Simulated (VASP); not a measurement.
The system is Bi.

```
Bi
1.0
     3.48860   -3.13258    0.00000
     3.48860    3.13258    0.00000
    -1.26023    0.00000    3.11355
Bi
2
Direct
  0.75306 0.75306 0.85738
  0.24694 0.24694 0.14262
```

Base run:

```yaml
Program: VASP 6.6.1
Functional: PBEsol
Potentials_or_basis: VASP PAW PBE potentials, release 64 (Bi_d)
Cutoff: 520 eV
k_mesh: 4 × 4 × 7
Occupations: fermi-dirac, width 0.05 eV
Spin: no spin polarisation
```

Its results: band gap on the k mesh zero (bands 15 and 16 overlap by 4.54 eV); pressure -2.6 GPa; largest force 0.142 eV/Å.

Problem. The run is repeated on the same cell with these changes: functional from PBEsol to r2SCANh; k mesh from 4 × 4 × 7 to 3 × 3 × 5. What comes out?

Solution. Band gap on the k mesh zero (bands 15 and 16 overlap by 4.74 eV); pressure -1.6 GPa; largest force 0.434 eV/Å.

Several settings changed at once.

Caveats: some runs use coarse meshes; the PAW data sets were made with another functional, which shifts forces and pressure a little; spin-orbit coupling is left out, which moves the levels of the heavy elements.
